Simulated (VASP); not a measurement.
# Sn (I4_1/amd) in VASP: further runs

The runs below take Sn through single point, with PBEsol.

Program: VASP 6.6.1. These are calculated values, not measurements. Logs are shortened: lines on timing, memory, paths and dates and some standing lists are left out, and cuts for length are marked.

### 1 The cell of the first run

Symmetry: I4_1/amd, No. 141, tetragonal system. Conventional cell: a = 5.152 Å, b = 5.152 Å, c = 5.152 Å, α = 90.00°, β = 90.00°, γ = 90.00°. Within 3.8 Å of Sn (site symmetry -4m2) lie 4 Sn at 2.88 Å.

### 2 Single point, PBEsol

File INCAR:

```
ALGO = Fast ; EDIFF = 1E-6
ENCUT = 520 ; GGA = PS
ISIF = 2 ; ISMEAR = 0
LASPH = True ; LCHARG = False
LREAL = False ; LWAVE = False
NBANDS = 21 ; NELM = 80
PREC = Accurate ; SIGMA = 0.15
```

File KPOINTS:

```
k-points
0
Gamma
  14 14 14
```

File POSCAR:

```
Sn
1.0
    0.0000000000      3.6432462238      2.5757750802
    3.6432462238      0.0000000000      2.5757750802
    3.6432462238      3.6432462238      0.0000000000
Sn
2
Direct
    0.5000000000      0.5000000000      0.5000000000
    0.7500000000      0.7500000000      0.7500000000
```

Potentials or basis: VASP PAW PBE potentials, release 64 (Sn_d).

On the command line:

```
$ cat potpaw_PBE.64/Sn_d/POTCAR > POTCAR
$ mpirun -np 1 vasp_std > vasp.out
```

OUTCAR:

```text
EDIFF = 1E-6
   ENCUT = 520
   GGA = PS
   ISIF = 2
   ISMEAR = 0
   LASPH = True
   LREAL = False
   NELM = 80
   PREC = Accurate

 ion  position               nearest neighbor table
   1  0.500  0.500  0.500-   2 2.88   2 2.88   2 2.88   2 2.88
   2  0.750  0.750  0.750-   1 2.88   1 2.88   1 2.88   1 2.88

  LATTYP: Found a body centered tetragonal cell.
 ALAT       =     5.1523282208
 C/A-ratio  =     0.9998489886

  Lattice vectors:

 A1 = (   0.0000000000,  -3.6432462238,  -2.5757750802)
 A2 = (   0.0000000000,   3.6432462238,  -2.5757750802)
 A3 = (   3.6432462238,   0.0000000000,   2.5757750802)

Analysis of symmetry for initial positions (statically):
=====================================================================
 Subroutine PRICEL returns:
 Original cell was already a primitive cell.

 Routine SETGRP: Setting up the symmetry group for a
 body centered tetragonal supercell.

 Subroutine GETGRP returns: Found 16 space group operations
 (whereof  8 operations were pure point group operations)
 out of a pool of 16 trial point group operations.

The static configuration has the point symmetry D_2d.
 The point group associated with its full space group is D_4h.

Analysis of symmetry for dynamics (positions and initial velocities):
=====================================================================
 Subroutine PRICEL returns:
 Original cell was already a primitive cell.

 Routine SETGRP: Setting up the symmetry group for a
 body centered tetragonal supercell.

 Subroutine GETGRP returns: Found 16 space group operations
 (whereof  8 operations were pure point group operations)
 out of a pool of 16 trial point group operations.

The dynamic configuration has the point symmetry D_2d.
 The point group associated with its full space group is D_4h.

 Subroutine INISYM returns: Found 16 space group operations
 (whereof  8 operations are pure point group operations),
 and found     1 'primitive' translations

----------------------------------------------------------------------------------------

                                     Primitive cell

  volume of cell :      68.3778

  direct lattice vectors                    reciprocal lattice vectors
     0.000000000  3.643246224  2.575775080    -0.137240244  0.137240244  0.194116328
     3.643246224  0.000000000  2.575775080     0.137240244 -0.137240244  0.194116328
     3.643246224  3.643246224  0.000000000     0.137240244  0.137240244 -0.194116328

  length of vectors
     4.461822532  4.461822532  5.152328221     0.274501216  0.274501216  0.274501216

  position of ions in fractional coordinates (direct lattice)
     0.500000000  0.500000000  0.500000000
     0.750000000  0.750000000  0.750000000

  ion indices of the primitive-cell ions
   primitive index   ion index
                 1           1
                 2           2

----------------------------------------------------------------------------------------

 KPOINTS: k-points

Automatic generation of k-mesh.
 Grid dimensions read from file:
 generate k-points for:   14   14   14

 Generating k-lattice:

  Cartesian coordinates                     Fractional coordinates (reciprocal lattice)
    -0.009802875  0.009802875  0.013865452     0.071428571  0.000000000  0.000000000
     0.009802875 -0.009802875  0.013865452     0.000000000  0.071428571  0.000000000
     0.009802875  0.009802875 -0.013865452    -0.000000000 -0.000000000  0.071428571

  Length of vectors
     0.019607230  0.019607230  0.019607230

  Shift w.r.t. Gamma in fractional coordinates (k-lattice)
     0.000000000  0.000000000  0.000000000

 Subroutine IBZKPT returns following result:
 ===========================================

 Found    244 irreducible k-points:

 Following reciprocal coordinates:
            Coordinates               Weight
  0.000000  0.000000  0.000000      1.000000
  0.071429  0.000000  0.000000      8.000000
  0.142857 -0.000000  0.000000      8.000000
  0.214286 -0.000000  0.000000      8.000000
  0.285714  0.000000  0.000000      8.000000
  0.357143 -0.000000  0.000000      8.000000
[... 16 lines left out ...]
  0.214286  0.142857  0.000000      8.000000
  0.285714  0.142857  0.000000      8.000000
 [... further k-points ...]
   k-points           NKPTS =    244   k-points in BZ     NKDIM =    244   number of bands    NBANDS=     21
   number of dos      NEDOS =    301   number of ions     NIONS =      2
   total plane-waves  NPLWV =  51840
   dimension x,y,z NGX =    36 NGY =   36 NGZ =   40
   dimension x,y,z NGXF=    72 NGYF=   72 NGZF=   80
   ions per type =               2
   NGX,Y,Z   is equivalent  to a cutoff of  13.41, 13.41, 12.91 a.u.
   NGXF,Y,Z  is equivalent  to a cutoff of  26.83, 26.83, 25.81 a.u.
 SYSTEM =  unknown system
   PREC   = accura    normal or accurate (medium, high low for compatibility)
   ISTART =      0    job   : 0-new  1-cont  2-samecut
   ICHARG =      2    charge: 1-file 2-atom 10-const
   ISPIN  =      1    spin polarized calculation?
   LNONCOLLINEAR =      F non collinear calculations
   LSORBIT =      F    spin-orbit coupling
   LASPH  =      T    aspherical Exc in radial PAW
   ENCUT  =  520.0 eV  38.22 Ry    6.18 a.u.   8.30  8.30  9.58*2*pi/ulx,y,z
   NELM   =     80;   NELMIN=  2; NELMDL= -5     # of ELM steps
   EDIFF  = 0.1E-05   stopping-criterion for ELM
   LREAL  =      F    real-space projection
   EDIFFG = 0.1E-04   stopping-criterion for IOM
   NSW    =      0    number of steps for IOM
   IBRION =     -1    ionic relax: 0-MD 1-quasi-New 2-CG
   NFREE  =      0    steps in history (QN), initial steepest desc. (CG)
   ISIF   =      2    stress and relaxation
   ISYM   =      2    0-nonsym 1-usesym 2-fastsym
   POTIM  = 0.5000    time-step for ionic-motion
   TEBEG  =    0.0;   TEEND  =   0.0 temperature during run
   PSTRESS=    0.0 pullay stress
   NELECT =      28.0000    total number of electrons
   NUPDOWN=      -1.0000    fix difference up-down
   EMIN   =  10.00;   EMAX   =-10.00  energy-range for DOS
   EFERMI =   0.00;   METHOD = LEGACY
   ISMEAR =     0;   SIGMA  =   0.15  broadening in eV -4-tet -1-fermi 0-gaus
   EFERMI_NEDOS =   21; number of points for ismear=-14 and -15
   IALGO  =     68    algorithm
   IMIX   =      4    mixing-type and parameters
     AMIX     =   0.40;   BMIX     =  1.00
     AMIX_MAG =   1.60;   BMIX_MAG =  1.00
  volume/ion in A,a.u.               =      34.19       230.72
  Fermi-wavevector in a.u.,A,eV,Ry     =   1.215689  2.297319 20.108049  1.477900
  Thomas-Fermi vector in A             =   2.351068
   LORBIT       =      0    0 simple, 1 ext, 2 COOP (PROOUT), +10 PAW based schemes
   GGA     = PS    functional components
   LHFCALC =     F    Hartree Fock is set to
   AEXX    =    0.0000 exact exchange contribution
   IVDW    =     0    specifies the selected vdW correction
   LEPSILON=     F    determine dielectric tensor
   LRPA    =     F    only Hartree local field effects (RPA)
 non-spin polarized calculation
 RMM-DIIS sequential band-by-band and
 Gauss-broadening in eV      SIGMA  =   0.15
  energy-cutoff  :      520.00
  volume of cell :       68.38
 maximum number of plane-waves:      1878
 NGX is ok and might be reduce to    36
   NGX = 17   NGY = 17   NGZ = 19

 number of electron      27.9999994 magnetization

 Free energy of the ion-electron system (eV)
  ---------------------------------------------------
  ext. energy  EPLUGINS =         0.00000000
  ---------------------------------------------------
  free energy    TOTEN  =        -8.19692170 eV

  energy without entropy =       -8.18934505  energy(sigma->0) =       -8.19313338

 E-fermi :   5.2897     XC(G=0):  -9.1838

 val. band max:        5.2794004129   @ k =   0.4286   0.2857   0.0714
 cond. band min:       5.2909573713   @ k =   0.3571  -0.0000   0.0000
 fundamental gap:      0.0115569584
 Fermi energy:         5.2897262359

 k-point     1 :       0.0000    0.0000    0.0000
  band No.  band energies     occupation
      1     -16.1842      2.00000
      2     -16.0730      2.00000
      3     -16.0535      2.00000
      4     -16.0535      2.00000
      5     -16.0148      2.00000
      6     -15.8878      2.00000
[... 13 lines left out ...]
     20      11.0532      0.00000
     21      12.4059      0.00000

 k-point     2 :       0.0714    0.0000    0.0000
  band No.  band energies     occupation
      1     -16.1836      2.00000
      2     -16.0742      2.00000
      3     -16.0616      2.00000
      4     -16.0493      2.00000
      5     -16.0064      2.00000
      6     -15.9014      2.00000
[... 13 lines left out ...]
     20      11.0601      0.00000
     21      12.1251      0.00000

 k-point     3 :       0.1429   -0.0000    0.0000
  band No.  band energies     occupation
      1     -16.1820      2.00000
      2     -16.0760      2.00000
      3     -16.0753      2.00000
      4     -16.0398      2.00000
      5     -15.9911      2.00000
      6     -15.9190      2.00000
[... 13 lines left out ...]
     20      11.3758      0.00000
     21      12.3404      0.00000

 k-point     4 :       0.2143   -0.0000    0.0000
  band No.  band energies     occupation
      1     -16.1801      2.00000
      2     -16.0896      2.00000
      3     -16.0744      2.00000
      4     -16.0288      2.00000
      5     -15.9763      2.00000
      6     -15.9343      2.00000
[... 13 lines left out ...]
     20      11.9044      0.00000
     21      13.1979      0.00000

 k-point     5 :       0.2857    0.0000    0.0000
  band No.  band energies     occupation
      1     -16.1784      2.00000
      2     -16.1001      2.00000
      3     -16.0714      2.00000
      4     -16.0188      2.00000
      5     -15.9642      2.00000
      6     -15.9464      2.00000
[... 13 lines left out ...]
     20      12.8140      0.00000
     21      14.0635      0.00000

 k-point     6 :       0.3571   -0.0000    0.0000
  band No.  band energies     occupation
      1     -16.1773      2.00000
      2     -16.1072      2.00000
      3     -16.0675      2.00000
      4     -16.0120      2.00000
      5     -15.9560      2.00000
      6     -15.9548      2.00000
[... 13 lines left out ...]
     20      13.9181      0.00000
     21      14.1298      0.00000

 k-point     7 :       0.4286   -0.0000    0.0000
  band No.  band energies     occupation
      1     -16.1769      2.00000
      2     -16.1110      2.00000
      3     -16.0641      2.00000
      4     -16.0085      2.00000
      5     -15.9599      2.00000
      6     -15.9511      2.00000
[... 13 lines left out ...]
     20      13.8944      0.00000
     21      15.1361      0.00000
[... 291 lines left out ...]
      1     -16.1882      2.00000
      2     -16.0903      2.00000
      3     -16.0809      2.00000
      4     -16.0279      2.00000
      5     -15.9774      2.00000
      6     -15.9337      2.00000
[... 13 lines left out ...]
     20      11.2538      0.00000
     21      12.0785      0.00000

 k-point    21 :      -0.0714    0.0714    0.0000
  band No.  band energies     occupation
      1     -16.1868      2.00000
      2     -16.0789      2.00000
      3     -16.0764      2.00000
      4     -16.0399      2.00000
      5     -15.9920      2.00000
      6     -15.9185      2.00000
[... 13 lines left out ...]
     20      11.2485      0.00000
     21      11.5859      0.00000

 k-point    22 :       0.1429    0.1429    0.0000
  band No.  band energies     occupation
      1     -16.1632      2.00000
      2     -16.0552      2.00000
      3     -16.0543      2.00000
      4     -16.0543      2.00000
      5     -16.0090      2.00000
      6     -15.8944      2.00000
[... 13 lines left out ...]
     20      13.0387      0.00000
     21      14.1577      0.00000

 k-point    23 :       0.2143    0.1429    0.0000
  band No.  band energies     occupation
      1     -16.1533      2.00000
      2     -16.0615      2.00000
      3     -16.0576      2.00000
      4     -16.0419      2.00000
      5     -15.9995      2.00000
      6     -15.9072      2.00000
[... 13 lines left out ...]
     20      13.7736      0.00000
     21      14.4140      0.00000

 k-point    24 :       0.2857    0.1429    0.0000
  band No.  band energies     occupation
      1     -16.1462      2.00000
      2     -16.0741      2.00000
      3     -16.0589      2.00000
      4     -16.0283      2.00000
      5     -15.9844      2.00000
      6     -15.9247      2.00000
[... 13 lines left out ...]
     20      13.6772      0.00000
     21      14.2251      0.00000

 [... further k-points ...]

------------------------ aborting loop because EDIFF is reached ----------------------------------------

  FORCE on cell =-STRESS in cart. coord.  units (eV):
  Direction    XX          YY          ZZ          XY          YZ          ZX
  --------------------------------------------------------------------------------------
  -------------------------------------------------------------------------------------
  Total       -0.8699562     -0.8699562      0.4823146      0.0000000      0.0000000      0.0000000
  in kB      -20.3841668    -20.3841668     11.3012384      0.0000000      0.0000000      0.0000000
  external PRESSURE =      -9.8223651 kB  Pullay stress =       0.0000000 kB

 VOLUME and BASIS-vectors are now :
 -----------------------------------------------------------------------------
  energy-cutoff  :      520.00
  volume of cell :       68.38
      direct lattice vectors                 reciprocal lattice vectors
     0.000000000  3.643246224  2.575775080    -0.137240244  0.137240244  0.194116328
     3.643246224  0.000000000  2.575775080     0.137240244 -0.137240244  0.194116328
     3.643246224  3.643246224  0.000000000     0.137240244  0.137240244 -0.194116328

 POSITION                                       TOTAL-FORCE (eV/Angst)
 -----------------------------------------------------------------------------------
      3.64325      3.64325      2.57578         0.000000      0.000000      0.000000
      5.46487      5.46487      3.86366        -0.000000     -0.000000     -0.000000
 -----------------------------------------------------------------------------------
    total drift:                                0.000000      0.000000      0.000000

  FREE ENERGIE OF THE ION-ELECTRON SYSTEM (eV)
  ---------------------------------------------------
  free  energy   TOTEN  =        -8.1969216978 eV

  energy  without entropy=       -8.1893450536  energy(sigma->0) =       -8.19313338
```

Wall time 13 min (1 thread of Intel Xeon 8259CL, shared host); peak memory 0.42 GiB.

Results:

* Free energy: -8.1969 eV
* Pressure: -1.0 GPa
* Band gap on the k mesh: zero (bands 14 and 15 overlap by 1.42 eV)

Caveat: the PAW data sets were made with another functional, which shifts forces and pressure a little; spin-orbit coupling is left out, which moves the levels of the heavy elements.

(Continued in part 2 of 3.)

The gap in the log of VASP goes by the Fermi energy; the results here count the filled bands.